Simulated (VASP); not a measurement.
Write the native input for VASP 6.6.1 that does the following.

* Task: single point
* Functional: BLYP
* Potentials or basis: VASP PAW PBE potentials, release 64 (W_sv)
* Cutoff: 520 eV
* k mesh: 11 × 11 × 11
* Occupations: methfessel-paxton, width 0.05 eV
* Spin: non-collinear spin, typed start, spin-orbit coupling
* Starting moments: [[0.0, 0.0, 0.5]] μB
* Dipole correction: no
* Further INCAR settings: ALGO = Normal; EDIFF = 1e-07; NBANDS = 25

The structure of W lies in POSCAR:

```
W
1.0
    0.0000000000      2.0300000000      2.0300000000
    2.0300000000      0.0000000000      2.0300000000
    2.0300000000      2.0300000000      0.0000000000
W
1
Direct
    0.0000000000      0.0000000000      0.0000000000
```

One way to write it, as run:

INCAR

```
SYSTEM = W
PREC = Accurate
ENCUT = 520
EDIFF = 1E-7
ISMEAR = 1
SIGMA = 0.05
LREAL = .FALSE.
LASPH = .TRUE.
NELM = 150
ALGO = Normal
ISIF = 2
LWAVE = .FALSE.
LCHARG = .FALSE.
MAGMOM = 0 0 0.5
LORBIT = 11
LSORBIT = .TRUE.
GGA_COMPAT = .FALSE.
LORBMOM = .TRUE.
LMAXMIX = 4
GGA = B5
ALDAX = 1.0
AGGAX = 1.0
AGGAC = 1.0
ALDAC = 0.0
NBANDS = 25
```

KPOINTS

```
regular mesh
0
G
  11 11 11
  0 0 0
```

Potentials or basis: VASP PAW PBE potentials, release 64 (W_sv).

Run with:

```sh
$ cat potpaw_PBE.64/W_sv/POTCAR > POTCAR
$ mpirun -np 1 vasp_ncl > vasp.out
```

Results of the run:

```json
{
  "Pressure": "7.4 GPa",
  "Net moment": "0.00 μB per cell",
  "Valence electrons inside the program's atomic spheres": "W 12.06"
}
```

Caveat: the PAW data sets were made with another functional, which shifts forces and pressure a little.

It took 2.5 min on 1 thread of Intel(R) Xeon(R) Platinum 8488C (Sapphire Rapids) (shared host), peak memory 0.27 GiB.
